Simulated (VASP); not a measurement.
Runs of VASP 6.6.1 on NbP. The structure is that of space group I4_1md (No. 109), or close to it. The cells are those of the table. 

```tsv
cell	gap on the mesh (eV)	pressure (GPa)	largest force (eV/Å)
a = 3.414, b = 3.322, c = 11.370 Å, 8 atoms	none	-1.9	-
a = 3.347, b = 3.347, c = 11.428 Å, 8 atoms	none	-0.4	-
a = 3.280, b = 3.370, c = 11.509 Å, 8 atoms	none	1.2	-
a = 3.247, b = 3.382, c = 11.543 Å, 8 atoms	none	2.0	-
a = 3.381, b = 3.333, c = 11.405 Å, 8 atoms	none	-1.2	-
a = 3.447, b = 3.311, c = 11.336 Å, 8 atoms	none	(b)	-
a = 3.447, b = 3.322, c = 11.342 Å, 8 atoms	none	-3.3	(c)
a = 3.414, b = 3.330, c = 11.371 Å, 8 atoms	none	-2.4	0.08
a = 3.280, b = 3.364, c = 11.485 Å, 8 atoms	none	1.9	0.08
a = 3.347, b = 3.347, c = 11.771 Å, 8 atoms	none	(a)	-
a = 3.381, b = 3.339, c = 11.399 Å, 8 atoms	none	(d)	0.08
a = 3.247, b = 3.372, c = 11.514 Å, 8 atoms	none	3.1	0.08
```

Alike in all rows: task single point; level PBE; potentials or basis VASP PAW PBE potentials, release 64 (Nb_sv, P); no spin polarisation; k mesh 10 × 10 × 4; cutoff (eV) 520; smearing gaussian 0.1 eV.

Problem. Estimate the missing entries.

Solution. (a) -5.0; (b) -2.6; (c) 0.07; (d) -1.4.

A k mesh can miss the band edges, and the runs leave out spin-orbit coupling on Nb.

A gap of «none» marks levels without a gap at the run's occupations.
